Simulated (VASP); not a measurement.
The system is ScAl3As4.

```xyz
8
Lattice="5.0679 0.0000 0.0000 0.0000 5.0679 0.0000 0.0000 0.0000 5.0679" Properties=species:S:1:pos:R:3 pbc="T T T"
Sc    0.0000    0.0000    0.0000
Al    2.5340    2.5340    0.0000
Al    2.5340    0.0000    2.5340
Al    0.0000    2.5340    2.5340
As    3.8299    3.8299    1.2380
As    3.8299    1.2380    3.8299
As    1.2380    3.8299    3.8299
As    1.2380    1.2380    1.2380
```

The cell was built from a structure type or drawn by symmetry, and may not be a known phase.

| Item | Value |
| --- | --- |
| Program | VASP 6.6.1 |
| Task | relaxation of cell and atoms |
| Functional | PBE |
| Potentials or basis | VASP PAW PBE potentials, release 64 (Sc_sv, Al, As_d) |
| Cutoff | 600 eV |
| k mesh | 3 × 3 × 3 |
| Occupations | gaussian, width 0.2 eV |
| Spin | no spin polarisation |

At the start: pressure 63.8 GPa; volume 16.27 Å³/atom.

Task: Where does the relaxation end?

Result: Over 4 steps the energy falls by 1320.3 meV/atom and the volume is 25.03 Å³/atom (+53.8 %); space group P-43m (No. 215, to 0.1 Å) before and after.

The path:
```tsv
step	energy change (eV)	largest force (eV/Å)	pressure (GPa)	volume (Å³)
1	0.0000	4.2576	63.78	130.17
2	-5.8969	0.7171	-10.36	294.28
3	-10.5534	0.0264	-1.05	202.22
4	-10.5628	0.0106	-0.46	200.26
```

Final structure:
```
Sc Al As
1.0
     5.85056    0.00000    0.00000
     0.00000    5.85056    0.00000
     0.00000    0.00000    5.85056
Sc Al As
1 3 4
Cartesian
  0.0000 0.0000 0.0000
  2.9253 2.9253 0.0000
  2.9253 0.0000 2.9253
  0.0000 2.9253 2.9253
  4.3374 4.3374 1.5132
  4.3374 1.5132 4.3374
  1.5132 4.3374 4.3374
  1.5132 1.5132 1.5132
```

Caveat: the volume moved by over 15 % at a fixed basis, so the end points are rough.
